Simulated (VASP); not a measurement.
# Cu (P6_3/mmc) in VASP: further runs

The runs below take Cu through single point, with PBEsol.

Everything below comes from runs of VASP 6.6.1. Logs are shortened: lines on timing, memory, paths and dates and some standing lists are left out, and cuts for length are marked.

## 1. The cell of the first run

Symmetry: P6_3/mmc, No. 194, hexagonal system. Conventional cell: a = 2.355 Å, b = 2.355 Å, c = 4.338 Å, α = 90.00°, β = 90.00°, γ = 120.00°. Cu (site symmetry -6m2) has 12 Cu at 2.35 to 2.56 Å within 3.1 Å.

This isn't the form of Cu at room conditions, which is fcc.

## 2. Single point, PBEsol (10.42 Å³/atom)

The input, INCAR:

```
SYSTEM = Cu
PREC = Accurate ; ENCUT = 520
EDIFF = 1E-7 ; ISMEAR = 0
SIGMA = 0.15 ; LREAL = .False.
LASPH = .True. ; NELM = 80
ALGO = Fast ; ISIF = 2
LWAVE = .False. ; LCHARG = .False.
GGA = PS ; NBANDS = 18
```

The input, KPOINTS:

```
Automatic mesh
0
Gamma
  24 24 12
  0 0 0
```

The input, POSCAR:

```
Cu
1.0
    2.3547928098      0.0000000000      0.0000000000
   -1.1773964049      2.0393103940      0.0000000000
    0.0000000000      0.0000000000      4.3384702728
Cu
2
Direct
    0.3333333333      0.6666666667      0.2500000000
    0.6666666667      0.3333333333      0.7500000000
```

Potentials or basis: VASP PAW PBE potentials, release 64 (Cu).

Command:

```sh
$ cat potpaw_PBE.64/Cu/POTCAR > POTCAR
$ mpirun -np 1 vasp_std > vasp.out
```

OUTCAR:

```text
SYSTEM = Cu
   PREC = Accurate
   ENCUT = 520
   EDIFF = 1E-7
   ISMEAR = 0
   LREAL = .False.
   LASPH = .True.
   NELM = 80
   ISIF = 2
   GGA = PS

 ion  position               nearest neighbor table
   1  0.333  0.667  0.250-   2 2.56   2 2.56   2 2.56   2 2.56   2 2.56   2 2.56
   2  0.667  0.333  0.750-   1 2.56   1 2.56   1 2.56   1 2.56   1 2.56   1 2.56

  LATTYP: Found a hexagonal cell.
 ALAT       =     2.3547928098
 C/A-ratio  =     1.8424000000

  Lattice vectors:

 A1 = (   2.3547928098,   0.0000000000,   0.0000000000)
 A2 = (  -1.1773964049,   2.0393103940,   0.0000000000)
 A3 = (   0.0000000000,   0.0000000000,   4.3384702728)

Analysis of symmetry for initial positions (statically):
=====================================================================
 Subroutine PRICEL returns:
 Original cell was already a primitive cell.

 Routine SETGRP: Setting up the symmetry group for a
 hexagonal supercell.

 Subroutine GETGRP returns: Found 24 space group operations
 (whereof 12 operations were pure point group operations)
 out of a pool of 24 trial point group operations.

The static configuration has the point symmetry D_3d.
 The point group associated with its full space group is D_6h.

Analysis of symmetry for dynamics (positions and initial velocities):
=====================================================================
 Subroutine PRICEL returns:
 Original cell was already a primitive cell.

 Routine SETGRP: Setting up the symmetry group for a
 hexagonal supercell.

 Subroutine GETGRP returns: Found 24 space group operations
 (whereof 12 operations were pure point group operations)
 out of a pool of 24 trial point group operations.

The dynamic configuration has the point symmetry D_3d.
 The point group associated with its full space group is D_6h.

 Subroutine INISYM returns: Found 24 space group operations
 (whereof 12 operations are pure point group operations),
 and found     1 'primitive' translations

----------------------------------------------------------------------------------------

                                     Primitive cell

  volume of cell :      20.8340

  direct lattice vectors                    reciprocal lattice vectors
     2.354792810  0.000000000  0.000000000     0.424665812  0.245180921  0.000000000
    -1.177396405  2.039310394  0.000000000     0.000000000  0.490361841  0.000000000
     0.000000000  0.000000000  4.338470273     0.000000000  0.000000000  0.230495990

  length of vectors
[... 82 lines left out ...]
   EDIFF  = 0.1E-06   stopping-criterion for ELM
   LREAL  =      F    real-space projection
   EDIFFG = 0.1E-05   stopping-criterion for IOM
   NSW    =      0    number of steps for IOM
   IBRION =     -1    ionic relax: 0-MD 1-quasi-New 2-CG
   NFREE  =      0    steps in history (QN), initial steepest desc. (CG)
   ISIF   =      2    stress and relaxation
   ISYM   =      2    0-nonsym 1-usesym 2-fastsym
   POTIM  = 0.5000    time-step for ionic-motion
   TEBEG  =    0.0;   TEEND  =   0.0 temperature during run
   PSTRESS=    0.0 pullay stress
   NELECT =      22.0000    total number of electrons
   NUPDOWN=      -1.0000    fix difference up-down
   EMIN   =  10.00;   EMAX   =-10.00  energy-range for DOS
   EFERMI =   0.00;   METHOD = LEGACY
   ISMEAR =     0;   SIGMA  =   0.15  broadening in eV -4-tet -1-fermi 0-gaus
   EFERMI_NEDOS =   21; number of points for ismear=-14 and -15
   IALGO  =     68    algorithm
   IMIX   =      4    mixing-type and parameters
     AMIX     =   0.40;   BMIX     =  1.00
     AMIX_MAG =   1.60;   BMIX_MAG =  1.00
  volume/ion in A,a.u.               =      10.42        70.30
  Fermi-wavevector in a.u.,A,eV,Ry     =   1.667087  3.150337 37.813010  2.779178
  Thomas-Fermi vector in A             =   2.753170
   LORBIT       =      0    0 simple, 1 ext, 2 COOP (PROOUT), +10 PAW based schemes
   GGA     = PS    functional components
   LHFCALC =     F    Hartree Fock is set to
   AEXX    =    0.0000 exact exchange contribution
   IVDW    =     0    specifies the selected vdW correction
   LEPSILON=     F    determine dielectric tensor
   LRPA    =     F    only Hartree local field effects (RPA)
 non-spin polarized calculation
 RMM-DIIS sequential band-by-band and
 Gauss-broadening in eV      SIGMA  =   0.15
  energy-cutoff  :      520.00
  volume of cell :       20.83
 maximum number of plane-waves:       586
 NGX is ok and might be reduce to    18
   NGX =  9   NGY =  9   NGZ = 17

 number of electron      21.9999957 magnetization

 Free energy of the ion-electron system (eV)
  ---------------------------------------------------
  ext. energy  EPLUGINS =         0.00000000
  ---------------------------------------------------
  free energy    TOTEN  =        -8.33744344 eV

  energy without entropy =       -8.32845290  energy(sigma->0) =       -8.33294817

 E-fermi :   9.1247     XC(G=0): -13.6479

 val. band max:        9.1236304315   @ k =   0.3750   0.0417   0.4167
 cond. band min:       9.1292673151   @ k =   0.4167   0.0833   0.2500
 fundamental gap:      0.0056368837
 Fermi energy:         9.1246668188

 k-point     1 :       0.0000    0.0000    0.0000
  band No.  band energies     occupation
      1      -1.3279      2.00000
      2       2.8506      2.00000
      3       5.0966      2.00000
      4       5.6329      2.00000
      5       5.6329      2.00000
      6       5.7870      2.00000
[... 481 lines left out ...]
      5       5.7454      2.00000
      6       5.9024      2.00000
[... 10 lines left out ...]
     17      24.6916      0.00000
     18      31.6562      0.00000

 [... further k-points ...]

------------------------ aborting loop because EDIFF is reached ----------------------------------------

  FORCE on cell =-STRESS in cart. coord.  units (eV):
  Direction    XX          YY          ZZ          XY          YZ          ZX
  --------------------------------------------------------------------------------------
  -------------------------------------------------------------------------------------
  Total        4.2446314      4.2446314     -0.0771201      0.0000000     -0.0000000      0.0000000
  in kB      326.4208598    326.4208598     -5.9306967      0.0000000     -0.0000000      0.0000000
  external PRESSURE =     215.6370076 kB  Pullay stress =       0.0000000 kB

 VOLUME and BASIS-vectors are now :
 -----------------------------------------------------------------------------
  energy-cutoff  :      520.00
  volume of cell :       20.83
      direct lattice vectors                 reciprocal lattice vectors
     2.354792810  0.000000000  0.000000000     0.424665812  0.245180921  0.000000000
    -1.177396405  2.039310394  0.000000000     0.000000000  0.490361841  0.000000000
     0.000000000  0.000000000  4.338470273     0.000000000  0.000000000  0.230495990

 POSITION                                       TOTAL-FORCE (eV/Angst)
 -----------------------------------------------------------------------------------
     -0.00000      1.35954      1.08462         0.000000     -0.000000      0.000000
      1.17740      0.67977      3.25385        -0.000000      0.000000      0.000000
 -----------------------------------------------------------------------------------
    total drift:                               -0.000000      0.000000     -0.000000

  FREE ENERGIE OF THE ION-ELECTRON SYSTEM (eV)
  ---------------------------------------------------
  free  energy   TOTEN  =        -8.3374434429 eV

  energy  without entropy=       -8.3284529036  energy(sigma->0) =       -8.33294817
```

OSZICAR:

```text
N       E                     dE             d eps       ncg     rms          rms(c)
DAV:   1     0.118514610188E+03    0.11851E+03   -0.10577E+04 16964   0.227E+03
DAV:   2    -0.437177895656E+01   -0.12289E+03   -0.11637E+03 15416   0.291E+02
[... 10 lines left out ...]
RMM:  13    -0.833744414300E+01   -0.56513E-05   -0.55322E-05 20004   0.738E-02    0.106E-02
RMM:  14    -0.833744525818E+01   -0.11152E-05   -0.90531E-06 18952   0.281E-02    0.121E-02
RMM:  15    -0.833744653979E+01   -0.12816E-05   -0.28157E-06 17249   0.154E-02    0.138E-02
RMM:  16    -0.833744381779E+01    0.27220E-05   -0.10067E-05 20784   0.540E-02    0.292E-03
RMM:  17    -0.833744359467E+01    0.22311E-06   -0.18917E-07 13465   0.415E-03    0.172E-03
RMM:  18    -0.833744343590E+01    0.15877E-06   -0.15402E-07  9235   0.702E-03    0.920E-04
RMM:  19    -0.833744344286E+01   -0.69585E-08   -0.18633E-08  9390   0.209E-03
   1 F= -.83374434E+01 E0= -.83329482E+01  d E =-.899054E-02
```

stdout:

```text
[... 30 lines left out ...]
 num prob  num prob  num prob  num prob  num prob  num prob  num prob WARNING in EDDRMM: call to ZHEGV failed, returncode =   6  3     16
 num prob  num prob RMM:  18    -0.833744343590E+01    0.15877E-06   -0.15402E-07  9235   0.702E-03    0.920E-04
 num prob  num prob  num prob  num prob  num prob  num prob  num prob  num prob  num prob  num prob  num prob  num prob  num prob  num prob  num prob  num prob  num prob  num prob  num prob  num prob  num prob  num prob  num prob  num prob  num prob  num prob  num prob  num prob  num prob  num prob  num prob  num prob  num prob  num prob RMM:  19    -0.833744344286E+01   -0.69585E-08   -0.18633E-08  9390   0.209E-03
```

It took 80 s on 1 thread of Intel Xeon 6975P-C (Granite Rapids), shared host; peak memory 0.23 GiB.

What came out:

- Free energy: -8.3374 eV
- Pressure: 21.6 GPa
- Band gap on the k mesh: zero (bands 11 and 12 overlap by 7.16 eV)

Caveat: the stress differs along the axes, from -1 to 33 GPa; the PAW data sets were made with another functional, which shifts forces and pressure a little.

## 3. Single point, PBEsol (10.42 Å³/atom)

The input, INCAR:

```
SYSTEM = Cu
  ALGO = Fast
  EDIFF = 1E-6
  ENCUT = 520
  GGA = PS
  ISIF = 2
  ISMEAR = 0
  LASPH = .True.
  LCHARG = .False.
  LREAL = .False.
  LWAVE = .False.
  NBANDS = 18
  NELM = 80
  PREC = Accurate
  SIGMA = 0.15
```

The input, KPOINTS:

```
k-points
0
Gamma
  24 24 12
  0 0 0
```

The input, POSCAR:

```
Cu
1.0
    2.5519048927      0.0000000000      0.0000000000
   -1.2759524463      2.2100144651      0.0000000000
    0.0000000000      0.0000000000      3.6941375226
Cu
2
Direct
    0.3333333333      0.6666666667      0.2500000000
    0.6666666667      0.3333333333      0.7500000000
```

Potentials or basis: VASP PAW PBE potentials, release 64 (Cu).

Command:

```sh
$ cat potpaw_PBE.64/Cu/POTCAR > POTCAR
$ mpirun -np 1 vasp_std > vasp.out
```

OUTCAR:

```text
SYSTEM = Cu
   EDIFF = 1E-6
   ENCUT = 520
   GGA = PS
   ISIF = 2
   ISMEAR = 0
   LASPH = .True.
   LREAL = .False.
   NELM = 80
   PREC = Accurate

 ion  position               nearest neighbor table
   1  0.333  0.667  0.250-   2 2.36   2 2.36   2 2.36   2 2.36   2 2.36   2 2.36
   2  0.667  0.333  0.750-   1 2.36   1 2.36   1 2.36   1 2.36   1 2.36   1 2.36

  LATTYP: Found a hexagonal cell.
 ALAT       =     2.5519048927
 C/A-ratio  =     1.4476000000

  Lattice vectors:
[... 695 lines left out ...]

------------------------ aborting loop because EDIFF is reached ----------------------------------------

  FORCE on cell =-STRESS in cart. coord.  units (eV):
  Direction    XX          YY          ZZ          XY          YZ          ZX
  --------------------------------------------------------------------------------------
  -------------------------------------------------------------------------------------
  Total        1.5547044      1.5547044      5.2165170      0.0000000     -0.0000000      0.0000000
  in kB      119.5599560    119.5599560    401.1608567      0.0000000     -0.0000000      0.0000000
  external PRESSURE =     213.4269229 kB  Pullay stress =       0.0000000 kB

 VOLUME and BASIS-vectors are now :
 -----------------------------------------------------------------------------
  energy-cutoff  :      520.00
  volume of cell :       20.83
      direct lattice vectors                 reciprocal lattice vectors
     2.551904893  0.000000000  0.000000000     0.391864134  0.226242863  0.000000000
    -1.275952446  2.210014465  0.000000000     0.000000000  0.452485726  0.000000000
     0.000000000  0.000000000  3.694137523     0.000000000  0.000000000  0.270699180

 POSITION                                       TOTAL-FORCE (eV/Angst)
 -----------------------------------------------------------------------------------
     -0.00000      1.47334      0.92353        -0.000000     -0.000000      0.000000
      1.27595      0.73667      2.77060         0.000000      0.000000      0.000000
 -----------------------------------------------------------------------------------
    total drift:                               -0.000000      0.000000     -0.000000

  FREE ENERGIE OF THE ION-ELECTRON SYSTEM (eV)
  ---------------------------------------------------
  free  energy   TOTEN  =        -8.3396184103 eV

  energy  without entropy=       -8.3322132101  energy(sigma->0) =       -8.33591581
```

Run time: 76 s. Hardware: 1 thread of Intel Xeon 6975P-C (Granite Rapids), shared host; peak memory 0.22 GiB.

Results:

```yaml
Free_energy: -8.3396 eV
Pressure: 21.3 GPa
Band_gap_on_the_k_mesh: zero (bands 11 and 12 overlap by 5.81 eV)
```

Caveat: the stress differs along the axes, from 12 to 40 GPa; the PAW data sets were made with another functional, which shifts forces and pressure a little.

(Continued in part 2 of 2.)
